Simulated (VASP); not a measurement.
Write the native input for VASP 6.6.1 that does the following.

```
Task                   : relaxation of cell and atoms
Functional             : PBE
Potentials or basis    : VASP PAW PBE potentials, release 64 (Al, Bi_d, O)
Cutoff                 : 600 eV
k mesh                 : 8 × 8 × 8
Occupations            : gaussian, width 0.1 eV
Spin                   : no spin polarisation
Dipole correction      : no
Further INCAR settings : ALGO = Normal; EDIFF = 1e-07; IBRION = 2; EDIFFG = -0.01; NSW = 100; ISIF = 3
```

The structure of Al3BiO lies in POSCAR:

```
Al3BiO
1.0
    4.5032187510      0.0000000000      0.0000000000
    0.0000000000      4.5032187510      0.0000000000
    0.0000000000      0.0000000000      4.5032187510
Al Bi O
3 1 1
Direct
    0.5000000000      0.0000000000      0.0000000000
    0.0000000000      0.5000000000      0.0000000000
    0.0000000000      0.0000000000      0.5000000000
    0.5000000000      0.5000000000      0.5000000000
    0.0000000000      0.0000000000      0.0000000000
```

One way to write it, as run:

INCAR

```
SYSTEM = Al3BiO
PREC = Accurate
ENCUT = 600
EDIFF = 1E-7
ISMEAR = 0
SIGMA = 0.1
LREAL = .False.
LASPH = .True.
NELM = 60
ALGO = Normal
ISIF = 3
LWAVE = .False.
LCHARG = .False.
GGA = PE
IBRION = 2
NSW = 100
EDIFFG = -0.01
```

KPOINTS

```
Automatic mesh
0
Gamma
  8 8 8
  0 0 0
```

Potentials or basis: VASP PAW PBE potentials, release 64 (Al, Bi_d, O).

Launch:

```bash
$ cat potpaw_PBE.64/Al/POTCAR potpaw_PBE.64/Bi_d/POTCAR potpaw_PBE.64/O/POTCAR > POTCAR
$ mpirun -np 1 vasp_std > vasp.out
```

It gave:

```
Pressure after relaxing : 0.0 GPa
Band gap on the k mesh  : zero (band 15 reaches 7.92 eV, above the bottom of band 16 at 5.69 eV)
```

Caveat: the relaxation stopped at its first step, so nothing moved; spin-orbit coupling is left out, which moves the levels of the heavy elements.

Run time: 90 s on 1 thread of Intel Xeon 6975P-C (shared host), peak memory 0.25 GiB.
